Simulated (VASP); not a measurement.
Write the native input for VASP 6.6.1 that does the following.

- Task: single point
- Functional: PBE
- Potentials or basis: VASP PAW PBE potentials, release 64 (Al, N)
- Cutoff: 600 eV
- k mesh: 3 × 3 × 3
- Occupations: gaussian, width 0.01 eV
- Spin: no spin polarisation
- Dipole correction: no
- Further INCAR settings: ALGO = Normal; EDIFF = 1e-06; NBANDS = 11

The structure of AlN lies in POSCAR:

```
AlN
1.0
    0.0000000000      2.1839935600      2.1839935600
    2.1839935600      0.0000000000      2.1839935600
    2.1839935600      2.1839935600      0.0000000000
Al N
1 1
Direct
    0.0000000000      0.0000000000      0.0000000000
    0.7600000000      0.7500000000      0.7500000000
```

One way to write it, as run:

INCAR

```
SYSTEM = AlN
PREC = Accurate
ENCUT = 600
EDIFF = 1E-6
ISMEAR = 0
SIGMA = 0.01
LREAL = .FALSE.
LASPH = .TRUE.
NELM = 120
ALGO = Normal
ISIF = 2
LWAVE = .FALSE.
LCHARG = .FALSE.
GGA = PE
NBANDS = 11
GGA_COMPAT = .FALSE.
```

KPOINTS

```
Automatic mesh
0
G
  3 3 3
  0 0 0
```

Potentials or basis: VASP PAW PBE potentials, release 64 (Al, N).

Launch:

```console
$ cat potpaw_PBE.64/Al/POTCAR potpaw_PBE.64/N/POTCAR > POTCAR
$ mpirun -np 1 vasp_std > vasp.out
```

It gave:

* Pressure: 5.0 GPa
* Largest force: 0.457 eV/Å
* Band gap on the k mesh: 4.06 eV, direct

Caveat: the k points lie up to 0.83 Å⁻¹ apart.

It took 6.1 s on 1 thread of Intel Xeon 6975P-C, with other jobs on the host, peak memory 0.14 GiB.
